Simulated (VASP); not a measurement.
Input of a VASP 6.6.1 run:

File POSCAR:

```
WS2
1.0
    2.9907217804      0.0000000000      0.0000000000
   -1.4953608902      2.5900410374      0.0000000000
    0.0000000000      0.0000000000     13.5378058458
W S
2 4
Direct
    0.3333333333      0.6666666667      0.2500000000
    0.6666666667      0.3333333333      0.7500000000
    0.3333333333      0.6666666667      0.6293945305
    0.6666666667      0.3333333333      0.1293945305
    0.3333333333      0.6666666667      0.8706054695
    0.6666666667      0.3333333333      0.3706054695
```

INCAR.step1

```
SYSTEM = WS2
ALGO = Normal ; EDIFF = 1E-4
ENCUT = 520 ; GGA = PE
ISMEAR = 0 ; LASPH = .TRUE.
LCHARG = .FALSE. ; LREAL = .FALSE.
LWAVE = .TRUE. ; NBANDS = 35
NELM = 80 ; PREC = Accurate
SIGMA = 0.02
```

File INCAR.step2:

```
SYSTEM = WS2
ALGO = Normal ; EDIFF = 1E-6
ENCUT = 520 ; ISIF = 2
ISMEAR = 0 ; ISTART = 1
LASPH = .TRUE. ; LCHARG = .FALSE.
LMIXTAU = .TRUE. ; LREAL = .FALSE.
LWAVE = .FALSE. ; METAGGA = R2SCAN
NBANDS = 35 ; NELM = 80
PREC = Accurate ; SIGMA = 0.02
```

KPOINTS

```
k-points
0
G
  12 12 2
  0 0 0
```

Potentials or basis: VASP PAW PBE potentials, release 64 (W_sv, S).

The run is started by

```console
$ cat potpaw_PBE.64/W_sv/POTCAR potpaw_PBE.64/S/POTCAR > POTCAR
$ cp INCAR.step1 INCAR
$ mpirun -np 1 vasp_std > vasp.out
$ cp INCAR.step2 INCAR
$ mpirun -np 1 vasp_std > vasp.out
```

Question: Estimate the band gap on the k mesh.

Answer: 1.45 eV (least direct gap 2.37 eV).

Question: Estimate the pressure.

Answer: 14.3 GPa.

Forces in eV/Å, atoms in the order of the input:
```
W    0.000  0.000  0.000
W    0.000  0.000  0.000
S    0.000  0.000  0.037
S    0.000  0.000  0.037
S    0.000  0.000 -0.037
S    0.000  0.000 -0.037
```

Caveat: the cell differs from its parent crystal (biaxial strain in the a-b plane: -6.0 %); the cell stands under pressure; the PAW data sets were made with another functional, which shifts forces and pressure a little; spin-orbit coupling is left out, which moves the levels of the heavy elements. A k mesh can miss the band edges.
